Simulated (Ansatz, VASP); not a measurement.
# TiGe2As2 in VASP and in Ansatz

```
Ti Ge As
1.0
     4.65089    0.00000    0.00000
    -2.32545    4.02779    0.00000
     0.00000    0.00000    7.51915
Ti Ge As
1 2 2
Direct
  0.00000 0.00000 0.00000
  0.00000 0.00000 0.33325
  0.00000 0.00000 0.66675
  0.33333 0.66667 0.50000
  0.66667 0.33333 0.50000
```

Alike in both runs: task relaxation of cell and atoms; functional PBE; k mesh 9 × 9 × 6; occupations gaussian, width 0.1 eV; no spin polarisation.

```csv
,VASP,Ansatz
version,VASP 6.6.1,Ansatz 0.2.0
potentials or method,"VASP PAW PBE potentials, release 64 (Ti_sv, Ge_d, As), cutoff 600 eV","scalar-relativistic, plane waves, PAW"
valence electrons in the cell,50,70
```

Ansatz gave:

| Quantity | Value |
| --- | --- |
| gap on the k mesh at the Fermi level, each at its own relaxed structure (eV) | none |
| relaxed volume (Å³/atom) | 28.20 |
| relaxed cell length with the largest relative difference (Å) | 4.648 |

Q: Which values does VASP return?

A: gap on the k mesh at the Fermi level, each at its own relaxed structure (eV): none; relaxed volume (Å³/atom): 28.25; relaxed cell length with the largest relative difference (Å): 4.652.

A gap of «none» marks a metal or a gap that the smearing closes. VASP's potentials hold 50 valence electrons a cell and Ansatz's 70, so a difference there can come from the potentials and not from the codes.
